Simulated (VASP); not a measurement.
Input of a VASP 6.6.1 run:

INCAR

```
SYSTEM = MgS
ALGO = Normal
EDIFF = 1E-6
ENCUT = 600
GGA_COMPAT = .False.
ISIF = 2
ISMEAR = 0
LASPH = .True.
LCHARG = .True.
LELF = .True.
LREAL = .False.
LVHAR = .True.
LWAVE = .False.
NBANDS = 11
NELM = 120
PREC = Accurate
SIGMA = 0.05
```

The input KPOINTS:

```
k-points
0
Gamma
  8 8 8
  0 0 0
```

File POSCAR:

```
MgS
1.0
    0.0000000000      2.7481264454      2.7906232461
    2.7481264454      0.0000000000      2.7906232461
    2.7481264454      2.7481264454      0.0000000000
Mg S
1 1
Direct
    0.0000000000      0.0000000000      0.0000000000
    0.7500000000      0.7500000000      0.7500000000
```

Potentials or basis: VASP PAW LDA potentials, release 64 (Mg, S).

The run is started by

```sh
$ cat potpaw_LDA.64/Mg/POTCAR potpaw_LDA.64/S/POTCAR > POTCAR
$ mpirun -np 1 vasp_std > vasp.out
```

Task: Estimate the band gap on the k mesh.

Result: 3.56 eV.

Task: Estimate the pressure.

Result: 2.2 GPa.

Stress tensor (GPa, compression positive):
```
2.25 0.00 0.00
0.00 2.25 0.00
0.00 0.00 1.98
```

A k mesh can miss the band edges.
